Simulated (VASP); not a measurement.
# HW8C8 in VASP: a series of runs

Runs on HW8C8. Level: PBE. Tasks: single point.

Everything below comes from runs of VASP 6.6.1. Logs are shortened: lines on timing, memory, paths and dates and some standing lists are left out, and cuts for length are marked.

## 1. The cell of the first run

The cell holds a slab with vacuum, 17 atoms: a = 5.796 Å, b = 5.658 Å, c = 17.183 Å, α = 90.00°, β = 90.00°, γ = 90.00°.

## 2. Single point, PBE

File INCAR:

```
  PREC = Accurate
  ENCUT = 520
  EDIFF = 1E-7
  ISMEAR = -1
  SIGMA = 0.05
  LREAL = Auto
  LASPH = True
  NELM = 80
  ALGO = Normal
  ISIF = 2
  LWAVE = False
  LCHARG = False
  GGA = PE
  NBANDS = 86
```

File KPOINTS:

```
Automatic mesh
0
Gamma
  2 2 1
```

File POSCAR:

```
HW8C8
1.0
    5.7958000000      0.0000000000      0.0000000000
    0.0000000000      5.6578000000      0.0000000000
    0.0000000000      0.0000000000     17.1827580000
W C H
8 8 1
Direct
    0.0000000000      0.0000000000      0.0581978749
    0.2692984575     -0.0146346637      0.1952189515
    0.0000000000      0.5000000000      0.0581978749
    0.2393629870      0.4970483227      0.1984023752
    0.5000000000      0.0000000000      0.0581978749
    0.7520618379     -0.0014670013      0.2088488938
    0.5000000000      0.5000000000      0.0581978749
    0.7499051037      0.4880342182      0.2010794775
    0.0021222264      0.2602071477      0.1515530859
    0.3092584285      0.2567429036      0.2899709115
   -0.0206011250      0.7528721411      0.1388717690
    0.0217398806      0.7581392061      0.2630252955
    0.5147520618      0.2496906925      0.1441561361
    0.5206183788      0.1836049348      0.2872996291
    0.5021567342      0.7417370709      0.1517916972
    0.8110183236      0.7265014670      0.2966694869
   -0.2577038545      0.7497437166      0.3543726799
```

Potentials or basis: VASP PAW PBE potentials, release 64 (W_sv, C, H).

Command:

```
> cat potpaw_PBE.64/W_sv/POTCAR potpaw_PBE.64/C/POTCAR potpaw_PBE.64/H/POTCAR > POTCAR
> mpirun -np 1 vasp_std > vasp.out
```

OUTCAR:

```text
PREC = Accurate
   ENCUT = 520
   EDIFF = 1E-7
   ISMEAR = -1
   LREAL = Auto
   LASPH = True
   NELM = 80
   ISIF = 2
   GGA = PE

 ion  position               nearest neighbor table
   1  0.000  0.000  0.058-  11 1.97   9 2.18   2 2.83   3 2.83   3 2.83   5 2.90   5 2.90   6 2.96

   2  0.269  0.985  0.195-  15 2.07  13 2.24  10 2.25  12 2.25   9 2.32  11 2.34  14 2.43   5 2.71
                             4 2.77   6 2.81   1 2.83   4 2.90   6 3.01
   3  0.000  0.500  0.058-  11 2.00   9 2.10   4 2.78   1 2.83   1 2.83   8 2.85   7 2.90   7 2.90

   4  0.239  0.497  0.198-   9 2.08  10 2.12  15 2.21  12 2.24  13 2.32  11 2.33   2 2.77   3 2.78
                             8 2.84   7 2.84   2 2.90   8 2.96
   5  0.500  0.000  0.058-  13 2.05  15 2.17   2 2.71   7 2.83   7 2.83   1 2.90   1 2.90   6 2.97

   6  0.752  0.999  0.209-  14 2.17  16 2.18  11 2.26  13 2.27  12 2.27  15 2.27   9 2.29   8 2.77
                             2 2.81   8 2.89   1 2.96   5 2.97   2 3.01
   7  0.500  0.500  0.058-  13 2.05  15 2.11   5 2.83   5 2.83   4 2.84   8 2.85   3 2.90   3 2.90

   8  0.750  0.488  0.201-   9 2.13  13 2.15  16 2.15  15 2.20  11 2.27  12 2.44  14 2.63   6 2.77
                             4 2.84   7 2.85   3 2.85   6 2.89   4 2.96
   9  0.002  0.260  0.152-   4 2.08   3 2.10   8 2.13   1 2.18   6 2.29   2 2.32
  10  0.309  0.257  0.290-  14 1.29   4 2.12   2 2.25
  11  0.979  0.753  0.139-   1 1.97   3 2.00   6 2.26   8 2.27   4 2.33   2 2.34
  12  0.022  0.758  0.263-  16 1.36   4 2.24   2 2.25   6 2.27   8 2.44
  13  0.515  0.250  0.144-   5 2.05   7 2.05   8 2.15   2 2.24   6 2.27   4 2.32
  14  0.521  0.184  0.287-  10 1.29   6 2.17   2 2.43   8 2.63
  15  0.502  0.742  0.152-   2 2.07   7 2.11   5 2.17   8 2.20   4 2.21   6 2.27
  16  0.811  0.727  0.297-  17 1.08  12 1.36   8 2.15   6 2.18
  17  0.742  0.750  0.354-  16 1.08

  LATTYP: Found a simple orthorhombic cell.
 ALAT       =     5.6578000000
 B/A-ratio  =     1.0243911061
 C/A-ratio  =     3.0370034289

  Lattice vectors:

 A1 = (   0.0000000000,  -5.6578000000,   0.0000000000)
 A2 = (   5.7958000000,   0.0000000000,   0.0000000000)
 A3 = (   0.0000000000,   0.0000000000,  17.1827580000)

Analysis of symmetry for initial positions (statically):
=====================================================================
 Subroutine PRICEL returns:
 Original cell was already a primitive cell.

 Routine SETGRP: Setting up the symmetry group for a
 simple orthorhombic supercell.

 Subroutine GETGRP returns: Found  1 space group operations
[... 131 lines left out ...]
   NFREE  =      0    steps in history (QN), initial steepest desc. (CG)
   ISIF   =      2    stress and relaxation
   ISYM   =      2    0-nonsym 1-usesym 2-fastsym
   POTIM  = 0.5000    time-step for ionic-motion
   TEBEG  =    0.0;   TEEND  =   0.0 temperature during run
   PSTRESS=    0.0 pullay stress
   NELECT =     145.0000    total number of electrons
   NUPDOWN=      -1.0000    fix difference up-down
   EMIN   =  10.00;   EMAX   =-10.00  energy-range for DOS
   EFERMI =   0.00;   METHOD = LEGACY
   ISMEAR =    -1;   SIGMA  =   0.05  broadening in eV -4-tet -1-fermi 0-gaus
   EFERMI_NEDOS =   21; number of points for ismear=-14 and -15
   IALGO  =     38    algorithm
   IMIX   =      4    mixing-type and parameters
     AMIX     =   0.40;   BMIX     =  1.00
     AMIX_MAG =   1.60;   BMIX_MAG =  1.00
  volume/ion in A,a.u.               =      33.14       223.67
  Fermi-wavevector in a.u.,A,eV,Ry     =   1.041309  1.967788 14.753124  1.084324
  Thomas-Fermi vector in A             =   2.175924
   LORBIT       =      0    0 simple, 1 ext, 2 COOP (PROOUT), +10 PAW based schemes
   GGA     = PE    functional components
   LHFCALC =     F    Hartree Fock is set to
   AEXX    =    0.0000 exact exchange contribution
   IVDW    =     0    specifies the selected vdW correction
   LEPSILON=     F    determine dielectric tensor
   LRPA    =     F    only Hartree local field effects (RPA)
 non-spin polarized calculation
  energy-cutoff  :      520.00
  volume of cell :      563.45
 maximum number of plane-waves:     15166
 NGX is ok and might be reduce to    48
   NGX = 21   NGY = 21   NGZ = 63

 number of electron     144.9999992 magnetization

 Free energy of the ion-electron system (eV)
  ---------------------------------------------------
  ext. energy  EPLUGINS =         0.00000000
  ---------------------------------------------------
  free energy    TOTEN  =      -163.82705861 eV

  energy without entropy =     -163.72713412  energy(sigma->0) =     -163.77709636

 E-fermi :   0.2588     XC(G=0):  -5.4101

 val. band max:        0.2466776101   @ k =   0.5000   0.0000   0.0000
 cond. band min:       0.3170334171   @ k =   0.0000   0.5000   0.0000
 fundamental gap:      0.0703558070
 Fermi energy:         0.2587622098

 k-point     1 :       0.0000    0.0000    0.0000
  band No.  band energies     occupation
      1     -74.3024      2.00000
      2     -74.2697      2.00000
      3     -74.1739      2.00000
      4     -74.1252      2.00000
      5     -73.9264      2.00000
      6     -73.8609      2.00000
[... 337 lines left out ...]
     83       1.4775      0.00000
     84       1.8930      0.00000
 [bands above 84 left out]

------------------------ aborting loop because EDIFF is reached ----------------------------------------

  FORCE on cell =-STRESS in cart. coord.  units (eV):
  Direction    XX          YY          ZZ          XY          YZ          ZX
  --------------------------------------------------------------------------------------
  -------------------------------------------------------------------------------------
  Total       -4.4946562     -0.8742582      1.1068226     -2.6491580      0.5323847     -0.2217714
  in kB      -12.7806577     -2.4859733      3.1472755     -7.5329415      1.5138480     -0.6306121
  external PRESSURE =      -4.0397852 kB  Pullay stress =       0.0000000 kB

 VOLUME and BASIS-vectors are now :
 -----------------------------------------------------------------------------
  energy-cutoff  :      520.00
  volume of cell :      563.45
      direct lattice vectors                 reciprocal lattice vectors
     5.795800000  0.000000000  0.000000000     0.172538735  0.000000000  0.000000000
     0.000000000  5.657800000  0.000000000     0.000000000  0.176747146  0.000000000
     0.000000000  0.000000000 17.182758000     0.000000000  0.000000000  0.058197875

 POSITION                                       TOTAL-FORCE (eV/Angst)
 -----------------------------------------------------------------------------------
      0.00000      0.00000      1.00000         0.362533      1.073008     -0.271579
      1.56080      5.57500      3.35440        -2.209162      1.159330      1.400852
      0.00000      2.82890      1.00000        -0.127984     -0.710767     -0.477738
      1.38730      2.81220      3.40910         1.677472      1.081578      0.475091
      2.89790      0.00000      1.00000         0.500425     -0.148403     -0.136348
      4.35880      5.64950      3.58860        -0.115274      0.904050     -1.495462
[... 9 lines left out ...]
      4.70050      4.11040      5.09760        -0.994610      0.020475      0.108481
      4.30220      4.24190      6.08910        -0.055691     -0.105198      0.392369
 -----------------------------------------------------------------------------------
    total drift:                               -0.012991     -0.022294      0.001302

  FREE ENERGIE OF THE ION-ELECTRON SYSTEM (eV)
  ---------------------------------------------------
  free  energy   TOTEN  =      -163.8270586076 eV

  energy  without entropy=     -163.7271341176  energy(sigma->0) =     -163.77709636
```

OSZICAR:

```text
N       E                     dE             d eps       ncg     rms          rms(c)
DAV:   1     0.164418336560E+04    0.16442E+04   -0.84071E+04   816   0.154E+03
DAV:   2    -0.768337796325E+02   -0.17210E+04   -0.16875E+04   800   0.455E+02
DAV:   3    -0.183549680428E+03   -0.10672E+03   -0.10373E+03   832   0.110E+02
[... 24 lines left out ...]
DAV:  28    -0.163827051219E+03   -0.80636E-05   -0.33432E-07   624   0.157E-03    0.636E-04
DAV:  29    -0.163827056714E+03   -0.54948E-05   -0.24602E-07   532   0.993E-04    0.283E-04
DAV:  30    -0.163827058154E+03   -0.14396E-05   -0.73149E-08   474   0.539E-04    0.175E-04
DAV:  31    -0.163827058511E+03   -0.35722E-06   -0.25587E-08   436   0.342E-04    0.743E-05
DAV:  32    -0.163827058608E+03   -0.96461E-07   -0.85234E-09   430   0.232E-04
   1 F= -.16382706E+03 E0= -.16377710E+03  d E =-.999245E-01
```

Run time: 4.1 min. Hardware: 1 thread of Intel Xeon 6975P-C (Granite Rapids), shared host; peak memory 0.59 GiB.

What came out:

- Free energy: -163.8271 eV
- Largest force: 2.861 eV/Å
- Band gap on the k mesh: zero (an odd number of electrons rules out a gap without spin polarisation)

Forces in eV/Å, atoms in the order of the input:
```
W    0.363  1.073 -0.272
W   -2.209  1.159  1.401
W   -0.128 -0.711 -0.478
W    1.677  1.082  0.475
W    0.500 -0.148 -0.136
W   -0.115  0.904 -1.495
W   -0.290  0.028  0.088
W   -0.552  0.166  0.053
C   -0.358 -1.774 -0.510
C   -0.480  0.344  0.433
C    0.485 -0.571  1.315
C    1.684 -0.094 -0.344
C   -0.595 -0.161  0.037
C    0.862 -1.011 -0.775
C    0.207 -0.201 -0.293
C   -0.995  0.020  0.108
H   -0.056 -0.105  0.392
```

Levels at points of the mesh, in eV from the Fermi level:
```csv
k point,band 70,band 71,band 72,band 73,band 74,band 75
"(0.00, 0.00, 0.00)",-0.29,-0.18,-0.06,0.46,0.62,0.84
"(0.50, 0.00, 0.00)",-0.53,-0.16,-0.09,-0.01,0.15,0.56
"(0.00, 0.50, 0.00)",-0.71,-0.44,-0.02,0.06,0.33,0.62
"(0.50, 0.50, 0.00)",-0.86,-0.60,-0.33,-0.25,-0.13,0.12
```

Caveat: the k points lie up to 0.56 Å⁻¹ apart, too coarse for converged energies and pressures of a metal; there is no dipole correction, which matters where the two faces differ; spin-orbit coupling is left out, which moves the levels of the heavy elements.

[end of part 1 of 2]

The gap in the log of VASP goes by the Fermi energy; the results here count the filled bands.